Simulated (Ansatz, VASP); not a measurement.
One calculation of HfBeP2, two programs

```
Hf Be P
1.0
     4.02898    0.00000    0.00000
    -2.01449    3.48920    0.00000
     0.00000    0.00000    4.69591
Hf Be P
1 1 2
Direct
  0.00000 0.00000 0.50000
  0.00000 0.00000 0.00000
  0.33333 0.66667 0.00000
  0.66667 0.33333 0.00000
```

Alike in both runs: functional PBE; k mesh 12 × 12 × 10; occupations gaussian, width 0.1 eV; no spin polarisation.

Ansatz relaxed the structure, and its values are those at the end. VASP's run is a single point on that final structure, the one shown.

|  | VASP | Ansatz |
| --- | --- | --- |
| version | VASP 6.6.1 | Ansatz 0.2.0 |
| potentials or method | VASP PAW PBE potentials, release 64 (Hf_pv, Be, P), cutoff 520 eV | scalar-relativistic, plane waves, PAW |
| valence electrons in the cell | 22 | 38 |

Ansatz gave:

| Property | Result |
| --- | --- |
| gap on the k mesh at the Fermi level (eV) | none |
| pressure (GPa) | 0.0 |

**Question.** Estimate VASP's values.

**Answer.** gap on the k mesh at the Fermi level (eV): none; pressure (GPa): -0.3.

A gap of «none» marks a metal or a gap that the smearing closes. VASP's potentials hold 22 valence electrons a cell and Ansatz's 38, so a difference there can come from the potentials and not from the codes.

Neither program's run includes spin-orbit coupling.
